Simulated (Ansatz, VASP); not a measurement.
**Two plane-wave programs on Cs**

Contents of INCAR:

```
PREC = Accurate ; ENCUT = 520
EDIFF = 1E-6 ; ISMEAR = -1
SIGMA = 0.05 ; LREAL = False
LASPH = True ; NELM = 80
ALGO = Fast ; ISIF = 2
LWAVE = False ; LCHARG = False
GGA = PE ; NBANDS = 26
```

KPOINTS

```
regular mesh
0
Gamma
  6 6 2
```

Contents of POSCAR:

```
Cs
1.0
    5.6750717457      0.0000000000      0.0000000000
   -2.8375358729      4.9147563001      0.0000000000
    0.0000000000      0.0000000000     18.8848355348
Cs
4
Direct
    0.6666666667      0.3333333333      0.7500000000
    0.0000000000      0.0000000000      0.5000000000
    0.3333333333      0.6666666667      0.2500000000
    0.0000000000      0.0000000000      0.0000000000
```

Contents of input.yaml:

```yaml
crystal:
  lattice:
    - [5.6750717457, 0.0, 0.0]
    - [-2.8375358729, 4.9147563001, 0.0]
    - [0.0, 0.0, 18.8848355348]
  atoms:
    - { symbol: Cs, position: [0.6666666667, 0.3333333333, 0.75] }
    - { symbol: Cs, position: [0.0, 0.0, 0.5] }
    - { symbol: Cs, position: [0.3333333333, 0.6666666667, 0.25] }
    - { symbol: Cs, position: [0.0, 0.0, 0.0] }
hamiltonian:
  xc: pbe
  pseudopotentials: { kind: paw }
kpoints:
  mp_grid: { grid: [6, 6, 2] }
scf:
  occupations: { method: fermi_dirac, width: 0.05 }
output:
  forces: true
  stress: true
  eigenvalues: true
```

Alike in both runs: task single point; functional PBE; k mesh 6 × 6 × 2; occupations fermi-dirac, width 0.05 eV; no spin polarisation.

|  | VASP | Ansatz |
| --- | --- | --- |
| version | VASP 6.6.1 | Ansatz 0.2.0 |
| potentials or method | VASP PAW PBE potentials, release 64 (Cs_sv) | Ansatz PAW |
| plane-wave cutoff (eV) | 520 | 420 |
| valence electrons in the cell | 36 | 36 |

|  | VASP | Ansatz | Ansatz less VASP |
| --- | --- | --- | --- |
| gap on the k mesh at the Fermi level (eV) | none | none | - |
| pressure (GPa) | -0.2 | -0.2 | +0.01 |
| traceless stress, the component that is largest in VASP (GPa) | -0.08 | -0.08 | 0.000 |

A gap of «none» marks a metal or a gap that the smearing closes. With one functional, cell and mesh, what is left measures potentials, basis and numerics.

Spin-orbit coupling is off throughout.
